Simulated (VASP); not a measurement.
# CuSi16 (a cell with a defect) in VASP: further runs

The runs below take CuSi16 (a cell with a defect) through single point, with PBE.

All numbers are computed with VASP 6.6.1; they aren't measurements. Logs are shortened: lines on timing, memory, paths and dates and some standing lists are left out, and cuts for length are marked.

### Step 1. The cell of the first run

The cell holds a defect, 17 atoms: a = 7.679 Å, b = 7.679 Å, c = 7.679 Å, α = 60.00°, β = 60.00°, γ = 60.00°.

### Step 2. Single point, PBE, collinear spin, zero start

The input, INCAR:

```
ALGO = Normal
EDIFF = 1E-7
ENCUT = 520
GGA = PE
ISIF = 2
ISMEAR = -1
ISPIN = 2
LASPH = T
LCHARG = F
LMAXMIX = 4
LORBIT = 11
LREAL = Auto
LWAVE = F
MAGMOM = 0 0 0 0 0 0 0 0 0 0 0 0 0 0 0 0 0
NBANDS = 56
NELM = 150
PREC = Accurate
SIGMA = 0.02
```

The input, KPOINTS:

```
k-points
0
Gamma
  2 2 2
```

The input, POSCAR:

```
CuSi16
1.0
    0.0000000000      5.4300000000      5.4300000000
    5.4300000000      0.0000000000      5.4300000000
    5.4300000000      5.4300000000      0.0000000000
Si Cu
16 1
Direct
   -0.0138360037     -0.0127825967      0.0367203499
    0.1260821363      0.1270246777      0.1314900552
    0.0061823204      0.0071988950      0.5044381215
    0.1111325967      0.1121766114      0.6620057090
    0.0038778085      0.5000382136     -0.0067825967
    0.1260493554      0.6127191529      0.1313970534
    0.0061428177      0.4796965930      0.5043660221
    0.1345777164      0.6211941068      0.6204550645
    0.4990799263      0.0048753223     -0.0068200737
    0.6116780847      0.1270217311      0.1314357274
    0.4786387661      0.0071698895      0.5043855433
    0.6201871087      0.1355662983      0.6204486188
    0.4990922652      0.5000491713     -0.0067596685
    0.6307819521      0.6317944751      0.1029009208
    0.5066495396      0.5076222836      0.4753836096
    0.6201360958      0.6211661142      0.6204377532
    0.8337396869      0.8347396869      0.4942262431
```

Potentials or basis: VASP PAW PBE potentials, release 64 (Si, Cu).

Run with:

```bash
$ cat potpaw_PBE.64/Si/POTCAR potpaw_PBE.64/Cu/POTCAR > POTCAR
$ mpirun -np 1 vasp_std > vasp.out
```

OUTCAR:

```text
EDIFF = 1E-7
   ENCUT = 520
   GGA = PE
   ISIF = 2
   ISMEAR = -1
   ISPIN = 2
   LASPH = T
   LORBIT = 11
   LREAL = Auto
   NELM = 150
   PREC = Accurate

 ion  position               nearest neighbor table
   1  0.986  0.987  0.037-   4 2.35  10 2.36   2 2.36   6 2.36  17 2.87
   2  0.126  0.127  0.131-   3 2.34   9 2.34   5 2.34   1 2.36
   3  0.006  0.007  0.504-   4 2.32   2 2.34  17 2.34  12 2.42   8 2.42
   4  0.111  0.112  0.662-   3 2.32  11 2.32   7 2.32   1 2.35
   5  0.004  0.500  0.993-   8 2.34   2 2.34   6 2.34  14 2.34
   6  0.126  0.613  0.131-   7 2.34   5 2.34  13 2.34   1 2.36
   7  0.006  0.480  0.504-   4 2.32   6 2.34  17 2.34  16 2.42   8 2.42
   8  0.135  0.621  0.620-  15 2.34   5 2.34  17 2.41   3 2.42   7 2.42
   9  0.499  0.005  0.993-  12 2.34  10 2.34   2 2.34  14 2.34
  10  0.612  0.127  0.131-  11 2.34   9 2.34  13 2.34   1 2.36
  11  0.479  0.007  0.504-   4 2.32  10 2.34  17 2.34  16 2.42  12 2.42
  12  0.620  0.136  0.620-  15 2.34   9 2.34  17 2.41   3 2.42  11 2.42
  13  0.499  0.500  0.993-  16 2.34  10 2.34   6 2.34  14 2.34
  14  0.631  0.632  0.103-  15 2.34   9 2.34   5 2.34  13 2.34
  15  0.507  0.508  0.475-  14 2.34  12 2.34   8 2.34  16 2.34
  16  0.620  0.621  0.620-  15 2.34  13 2.34  17 2.41  11 2.42   7 2.42
  17  0.834  0.835  0.494-   7 2.34   3 2.34  11 2.34  12 2.41   8 2.41  16 2.41   1 2.87

  LATTYP: Found a face centered cubic cell.
 ALAT       =    10.8600000000

  Lattice vectors:

 A1 = (   0.0000000000,   5.4300000000,   5.4300000000)
 A2 = (   5.4300000000,   0.0000000000,   5.4300000000)
 A3 = (   5.4300000000,   5.4300000000,   0.0000000000)

Analysis of symmetry for initial positions (statically):
=====================================================================
 Subroutine PRICEL returns:
 Original cell was already a primitive cell.

 Routine SETGRP: Setting up the symmetry group for a
 face centered cubic supercell.

 Subroutine GETGRP returns: Found  1 space group operations
 (whereof  1 operations were pure point group operations)
 out of a pool of 48 trial point group operations.

The static configuration has the point symmetry C_1 .

Analysis of symmetry for dynamics (positions and initial velocities):
=====================================================================
 Subroutine PRICEL returns:
 Original cell was already a primitive cell.

 Routine SETGRP: Setting up the symmetry group for a
 face centered cubic supercell.

 Subroutine GETGRP returns: Found  1 space group operations
 (whereof  1 operations were pure point group operations)
 out of a pool of 48 trial point group operations.

The dynamic configuration has the point symmetry C_1 .

Analysis of structural, dynamic, and magnetic symmetry:
=====================================================================
 Subroutine PRICEL returns:
 Original cell was already a primitive cell.

 Routine SETGRP: Setting up the symmetry group for a
 face centered cubic supercell.

 Subroutine GETGRP returns: Found  1 space group operations
 (whereof  1 operations were pure point group operations)
 out of a pool of 48 trial point group operations.

The overall configuration has the point symmetry C_1 .

 Subroutine INISYM returns: Found  1 space group operations
 (whereof  1 operations are pure point group operations),
 and found     1 'primitive' translations

----------------------------------------------------------------------------------------

                                     Primitive cell

  volume of cell :     320.2060

  direct lattice vectors                    reciprocal lattice vectors
     0.000000000  5.430000000  5.430000000    -0.092081031  0.092081031  0.092081031
     5.430000000  0.000000000  5.430000000     0.092081031 -0.092081031  0.092081031
     5.430000000  5.430000000  0.000000000     0.092081031  0.092081031 -0.092081031

  length of vectors
     7.679179644  7.679179644  7.679179644     0.159489025  0.159489025  0.159489025

  position of ions in fractional coordinates (direct lattice)
     0.986163996  0.987217403  0.036720350
[... 75 lines left out ...]
   total plane-waves  NPLWV = 216000
   dimension x,y,z NGX =    60 NGY =   60 NGZ =   60
   dimension x,y,z NGXF=   120 NGYF=  120 NGZF=  120
   ions per type =              16   1
   NGX,Y,Z   is equivalent  to a cutoff of  12.99, 12.99, 12.99 a.u.
   NGXF,Y,Z  is equivalent  to a cutoff of  25.98, 25.98, 25.98 a.u.
 SYSTEM =  unknown system
   PREC   = accura    normal or accurate (medium, high low for compatibility)
   ISTART =      0    job   : 0-new  1-cont  2-samecut
   ICHARG =      2    charge: 1-file 2-atom 10-const
   ISPIN  =      2    spin polarized calculation?
   LNONCOLLINEAR =      F non collinear calculations
   LSORBIT =      F    spin-orbit coupling
   LASPH  =      T    aspherical Exc in radial PAW
   ENCUT  =  520.0 eV  38.22 Ry    6.18 a.u.  14.28 14.28 14.28*2*pi/ulx,y,z
   NELM   =    150;   NELMIN=  2; NELMDL= -5     # of ELM steps
   EDIFF  = 0.1E-06   stopping-criterion for ELM
   LREAL  =      T    real-space projection
   EDIFFG = 0.1E-05   stopping-criterion for IOM
   NSW    =      0    number of steps for IOM
   IBRION =     -1    ionic relax: 0-MD 1-quasi-New 2-CG
   NFREE  =      0    steps in history (QN), initial steepest desc. (CG)
   ISIF   =      2    stress and relaxation
   ISYM   =      2    0-nonsym 1-usesym 2-fastsym
   POTIM  = 0.5000    time-step for ionic-motion
   TEBEG  =    0.0;   TEEND  =   0.0 temperature during run
   PSTRESS=    0.0 pullay stress
   NELECT =      75.0000    total number of electrons
   NUPDOWN=      -1.0000    fix difference up-down
   EMIN   =  10.00;   EMAX   =-10.00  energy-range for DOS
   EFERMI =   0.00;   METHOD = LEGACY
   ISMEAR =    -1;   SIGMA  =   0.02  broadening in eV -4-tet -1-fermi 0-gaus
   EFERMI_NEDOS =   21; number of points for ismear=-14 and -15
   IALGO  =     38    algorithm
   IMIX   =      4    mixing-type and parameters
     AMIX     =   0.40;   BMIX     =  1.00
     AMIX_MAG =   1.60;   BMIX_MAG =  1.00
  volume/ion in A,a.u.               =      18.84       127.11
  Fermi-wavevector in a.u.,A,eV,Ry     =   1.009142  1.907001 13.855720  1.018367
  Thomas-Fermi vector in A             =   2.142052
   LORBIT       =     11    0 simple, 1 ext, 2 COOP (PROOUT), +10 PAW based schemes
   GGA     = PE    functional components
   LHFCALC =     F    Hartree Fock is set to
   AEXX    =    0.0000 exact exchange contribution
   IVDW    =     0    specifies the selected vdW correction
   LEPSILON=     F    determine dielectric tensor
   LRPA    =     F    only Hartree local field effects (RPA)
 spin polarized calculation
  energy-cutoff  :      520.00
  volume of cell :      320.21
 maximum number of plane-waves:      8646
 NGX is ok and might be reduce to    60
   NGX = 29   NGY = 29   NGZ = 29

 number of electron      75.0000002 magnetization       0.0000511

 number of electron      75.0000002 magnetization      -0.0000097

 Free energy of the ion-electron system (eV)
  ---------------------------------------------------
  ext. energy  EPLUGINS =         0.00000000
  ---------------------------------------------------
  free energy    TOTEN  =       -87.48684493 eV

  energy without entropy =      -87.47198810  energy(sigma->0) =      -87.47941651

 E-fermi :   6.9208     XC(G=0):  -9.6791

 val. band max:        6.8958263253   @ k =   0.0000   0.0000   0.5000
 cond. band min:       6.9245315141   @ k =   0.0000   0.0000   0.0000
 fundamental gap:      0.0287051888
 Fermi energy:         6.9207914837

 spin component 1

 k-point     1 :       0.0000    0.0000    0.0000
  band No.  band energies     occupation
      1      -5.9332      1.00000
      2      -3.5939      1.00000
      3      -3.5352      1.00000
      4      -3.5350      1.00000
      5      -3.4744      1.00000
      6      -1.9944      1.00000
[... 405 lines left out ...]
     48      10.4100      0.00000
     49      10.4121      0.00000
 Fermi energy:         6.9207914837

 spin component 2

 k-point     1 :       0.0000    0.0000    0.0000
  band No.  band energies     occupation
      1      -5.9332      1.00000
      2      -3.5939      1.00000
      3      -3.5352      1.00000
      4      -3.5350      1.00000
      5      -3.4744      1.00000
      6      -1.9944      1.00000
[... 405 lines left out ...]
     48      10.4100      0.00000
     49      10.4121      0.00000
 [bands above 49 left out]

------------------------ aborting loop because EDIFF is reached ----------------------------------------

  FORCE on cell =-STRESS in cart. coord.  units (eV):
  Direction    XX          YY          ZZ          XY          YZ          ZX
  --------------------------------------------------------------------------------------
  -------------------------------------------------------------------------------------
  Total        8.4900351      8.4885571      8.4848164     -0.2609738      0.2689456      0.2684378
  in kB       42.4805943     42.4731992     42.4544822     -1.3058038      1.3456916      1.3431510
  external PRESSURE =      42.4694252 kB  Pullay stress =       0.0000000 kB

 VOLUME and BASIS-vectors are now :
 -----------------------------------------------------------------------------
  energy-cutoff  :      520.00
  volume of cell :      320.21
      direct lattice vectors                 reciprocal lattice vectors
     0.000000000  5.430000000  5.430000000    -0.092081031  0.092081031  0.092081031
     5.430000000  0.000000000  5.430000000     0.092081031 -0.092081031  0.092081031
     5.430000000  5.430000000  0.000000000     0.092081031  0.092081031 -0.092081031

 POSITION                                       TOTAL-FORCE (eV/Angst)
 -----------------------------------------------------------------------------------
      5.55998      5.55426     10.71546        -0.016957     -0.015929      0.014343
      1.40373      1.39862      1.37437         0.002619     -0.000965      0.000927
      2.77819      2.77267      0.07266         0.006895      0.007731      0.006523
      4.20381      4.19814      1.21257         0.004334      0.002768     -0.003155
      8.10838      5.41423      2.73626         0.005119     -0.006707     -0.001455
      4.04055      1.39793      4.01151        -0.000181      0.002070     -0.000499
[... 9 lines left out ...]
      6.74191      6.73632      6.74027         0.002136      0.000705     -0.014752
      7.21628      7.21085      9.05984        -0.010848     -0.011634      0.009033
 -----------------------------------------------------------------------------------
    total drift:                               -0.003660     -0.003894      0.008973

  FREE ENERGIE OF THE ION-ELECTRON SYSTEM (eV)
  ---------------------------------------------------
  free  energy   TOTEN  =       -87.4868449252 eV

  energy  without entropy=      -87.4719880954  energy(sigma->0) =      -87.47941651

 total charge

# of ion       s       p       d       tot
------------------------------------------
    1        0.740   0.951   0.000   1.691
    2        0.744   0.952   0.000   1.695
    3        0.736   0.955   0.000   1.691
    4        0.759   0.942   0.000   1.701
    5        0.741   0.959   0.000   1.700
    6        0.744   0.951   0.000   1.695
[... 9 lines left out ...]
   16        0.734   0.949   0.000   1.684
   17        0.496   0.455   9.211  10.162
--------------------------------------------------
tot         12.348  15.701   9.211  37.261

 magnetization (x)

# of ion       s       p       d       tot
------------------------------------------
    1       -0.000  -0.000   0.000  -0.000
    2       -0.000  -0.000   0.000  -0.000
    3       -0.000  -0.000   0.000  -0.000
    4       -0.000  -0.000   0.000  -0.000
    5       -0.000   0.000   0.000  -0.000
    6       -0.000  -0.000   0.000  -0.000
[... 9 lines left out ...]
   16       -0.000   0.000   0.000  -0.000
   17       -0.000  -0.000   0.000  -0.000
--------------------------------------------------
tot         -0.000  -0.000   0.000  -0.000
```

Run time: 11 min. Hardware: 1 thread of Intel Xeon 6975P-C (Granite Rapids), shared host; peak memory 0.72 GiB.

Results:

```
Free energy                                           : -87.4868 eV
Pressure                                              : 4.2 GPa
Largest force                                         : 0.027 eV/Å
Net moment                                            : 0.00 μB per cell
Valence electrons inside the program's atomic spheres : Si 1.69, 1.70, 1.68 (each value once); Cu 10.16
```

Forces on the atoms (eV/Å):
```
Si  -0.017 -0.016  0.014
Si   0.003 -0.001  0.001
Si   0.007  0.008  0.007
Si   0.004  0.003 -0.003
Si   0.005 -0.007 -0.001
Si   0.000  0.002  0.000
Si  -0.011  0.008 -0.008
Si  -0.001  0.016 -0.001
Si  -0.006  0.006 -0.003
Si   0.002  0.000  0.001
Si   0.007 -0.009 -0.009
Si   0.015  0.000  0.000
Si   0.002  0.001  0.005
Si   0.004  0.006 -0.007
Si  -0.006 -0.007  0.011
Si   0.002  0.001 -0.015
Cu  -0.011 -0.012  0.009
```

Levels at points of the mesh, in eV from the Fermi level:
Spin up:
```tsv
k point	band 33	band 34	band 35	band 36	band 37	band 38	band 39	band 40	band 41	band 42
(0.00, 0.00, 0.00)	-1.66	-1.66	-1.12	-0.70	-0.52	-0.52	-0.35	0.00	0.00	0.15
(0.50, 0.00, 0.00)	-2.58	-1.52	-1.48	-1.45	-1.29	0.04	0.52	0.62	0.74	0.84
(0.00, 0.50, 0.00)	-2.58	-1.52	-1.48	-1.45	-1.29	0.04	0.52	0.62	0.74	0.84
(0.00, 0.00, 0.50)	-2.76	-1.47	-1.47	-1.07	-1.07	-0.02	0.42	0.85	0.85	0.96
(0.50, 0.50, 0.50)	-2.58	-1.52	-1.48	-1.45	-1.29	0.04	0.52	0.62	0.75	0.84
(0.50, 0.50, 0.00)	-2.41	-2.10	-2.04	-2.00	-1.68	0.12	0.36	1.37	1.49	1.62
(0.00, 0.50, 0.50)	-2.41	-2.10	-2.04	-2.00	-1.68	0.12	0.36	1.37	1.49	1.62
(0.50, 0.00, 0.50)	-2.41	-2.10	-2.04	-2.00	-1.68	0.12	0.36	1.37	1.49	1.62
```
Spin down:
```csv
k point,band 34,band 35,band 36,band 37,band 38,band 39,band 40,band 41
"(0.00, 0.00, 0.00)",-1.66,-1.12,-0.70,-0.52,-0.52,-0.35,0.00,0.00
"(0.50, 0.00, 0.00)",-1.52,-1.48,-1.45,-1.29,0.04,0.52,0.62,0.74
"(0.00, 0.50, 0.00)",-1.52,-1.48,-1.45,-1.29,0.04,0.52,0.62,0.74
"(0.00, 0.00, 0.50)",-1.47,-1.47,-1.07,-1.07,-0.02,0.42,0.85,0.85
"(0.50, 0.50, 0.50)",-1.52,-1.48,-1.45,-1.29,0.04,0.52,0.62,0.75
"(0.50, 0.50, 0.00)",-2.10,-2.04,-2.00,-1.68,0.12,0.36,1.37,1.49
"(0.00, 0.50, 0.50)",-2.10,-2.04,-2.00,-1.68,0.12,0.36,1.37,1.49
"(0.50, 0.00, 0.50)",-2.10,-2.04,-2.00,-1.68,0.12,0.36,1.37,1.49
```

Caveat: the k points lie up to 0.50 Å⁻¹ apart.

[end of part 1 of 2]
